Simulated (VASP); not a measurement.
Wanted: the native input for a VASP 6.6.1 run.

```
Task                    : single point
Functional              : PBEsol
Potentials or basis     : VASP PAW PBE potentials, release 64 (Ru_pv, S)
Cutoff                  : 520 eV
k mesh                  : 10 × 10 × 6
Occupations             : gaussian, width 0.05 eV
Spin                    : collinear spin, ferromagnetic start
Starting moments        : [0.29, 0.0, 0.0] μB
Dipole correction       : no
k mesh for the DOS      : 15 × 15 × 9
Occupations for the DOS : tetrahedron
Further INCAR settings  : ALGO = Normal; EDIFF = 1e-07
```

RuS2:

```
CELL_PARAMETERS angstrom
3.37085 0.00000 0.00000
-1.68543 2.91924 0.00000
0.00000 0.00000 4.88715
ATOMIC_POSITIONS crystal
Ru 0.00000 0.00000 0.00000
S 0.33333 0.66667 0.26955
S 0.66667 0.33333 0.73045
```

The input as run:

POSCAR

```
RuS2
1.0
    3.3708525769      0.0000000000      0.0000000000
   -1.6854262884      2.9192439640      0.0000000000
    0.0000000000      0.0000000000      4.8871536491
Ru S
1 2
Direct
    0.0000000000      0.0000000000      0.0000000000
    0.3333333333      0.6666666667      0.2695476810
    0.6666666667      0.3333333333      0.7304523190
```

INCAR.step1

```
PREC     = Accurate       # precision mode
ENCUT    = 520            # plane-wave cutoff, eV
EDIFF    = 1E-7           # SCF threshold, eV
ISMEAR   = 0              # smearing method
SIGMA    = 0.05           # smearing width, eV
LREAL    = F              # projectors in reciprocal space
LASPH    = T              # aspherical terms in the spheres
NELM     = 150            # most SCF steps
ALGO     = Normal         # electronic algorithm
ISIF     = 2              # what is computed and relaxed
LWAVE    = F              # write WAVECAR
LCHARG   = T              # write CHGCAR
ISPIN    = 2              # spin polarisation
MAGMOM   = 0.29 0 0       # initial moments
LMAXMIX  = 4              # l up to which the mixer works
GGA      = PS             # functional
NBANDS   = 24             # bands
```

KPOINTS.step1

```
regular mesh
0
Gamma
  10 10 6
```

INCAR.step2

```
PREC     = Accurate       # precision mode
ENCUT    = 520            # plane-wave cutoff, eV
EDIFF    = 1E-7           # SCF threshold, eV
ISMEAR   = -5             # smearing method
SIGMA    = 0.05           # smearing width, eV
LREAL    = F              # projectors in reciprocal space
LASPH    = T              # aspherical terms in the spheres
NELM     = 150            # most SCF steps
ALGO     = Normal         # electronic algorithm
ISIF     = 2              # what is computed and relaxed
LWAVE    = F              # write WAVECAR
LCHARG   = F              # write CHGCAR
ISPIN    = 2              # spin polarisation
MAGMOM   = 0.29 0 0       # initial moments
LORBIT   = 11             # projections on sites
LMAXMIX  = 4              # l up to which the mixer works
GGA      = PS             # functional
NEDOS    = 1001           # points of the DOS
ICHARG   = 11             # starting density
```

KPOINTS.step2

```
regular mesh
0
Gamma
  15 15 9
```

Potentials or basis: VASP PAW PBE potentials, release 64 (Ru_pv, S).

Run with:

```sh
$ cat potpaw_PBE.64/Ru_pv/POTCAR potpaw_PBE.64/S/POTCAR > POTCAR
$ cp INCAR.step1 INCAR
$ cp KPOINTS.step1 KPOINTS
$ mpirun -np 1 vasp_std > vasp.out
$ cp INCAR.step2 INCAR
$ cp KPOINTS.step2 KPOINTS
$ mpirun -np 1 vasp_std > vasp.out
```

It gave:

```json
{
 "Net moment": "0.41 μB per cell",
 "Site moments": "Ru +0.31; S +0.03 μB",
 "Valence electrons inside the program's atomic spheres": "Ru 12.69; S 3.62"
}
```

Caveat: a moment this small can come from the mesh or the smearing.

It took 6.8 min on 1 thread of Intel Xeon 8259CL, on a shared host, peak memory 0.38 GiB.
